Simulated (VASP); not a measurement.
Write the native input for VASP 6.6.1 that does the following.

| Item | Value |
| --- | --- |
| Task | single point |
| Functional | PBE |
| Potentials or basis | VASP PAW PBE potentials, release 64 (Y_sv) |
| Cutoff | 520 eV |
| k mesh | 14 × 14 × 10 |
| Occupations | gaussian, width 0.1 eV |
| Spin | no spin polarisation |
| Dipole correction | no |
| Further INCAR settings | ALGO = Fast; EDIFF = 1e-06; NBANDS = 18 |

The structure of Y lies in POSCAR:

```
Y
1.0
    2.4809461129      2.4809461129      0.0000000000
   -2.4809461129      2.4809461129      0.0000000000
    0.0000000000      0.0000000000      5.1239131964
Y
2
Direct
    0.0000000000      0.0000000000      0.0000000000
    0.5000000000      0.5000000000      0.5000000000
```

This cell differs from its parent crystal: biaxial strain in the a-b plane: -2.0 %.

The input as run:

INCAR

```
ALGO = Fast
EDIFF = 1E-6
ENCUT = 520
GGA = PE
ISIF = 2
ISMEAR = 0
LASPH = True
LCHARG = False
LREAL = False
LWAVE = False
NBANDS = 18
NELM = 60
PREC = Accurate
SIGMA = 0.1
```

KPOINTS

```
k-points
0
Gamma
  14 14 10
```

Potentials or basis: VASP PAW PBE potentials, release 64 (Y_sv).

The run is started by

```sh
$ cat potpaw_PBE.64/Y_sv/POTCAR > POTCAR
$ mpirun -np 1 vasp_std > vasp.out
```

Results of the run:

```yaml
Pressure: 1.0 GPa
Band_gap_on_the_k_mesh: zero (bands 11 and 12 overlap by 1.65 eV)
```

Caveat: the cell differs from its parent crystal (biaxial strain in the a-b plane: -2.0 %).

Run time: 5.3 min on 1 thread of Oxide Virtual Turin-like Processor (shared host), peak memory 0.32 GiB.
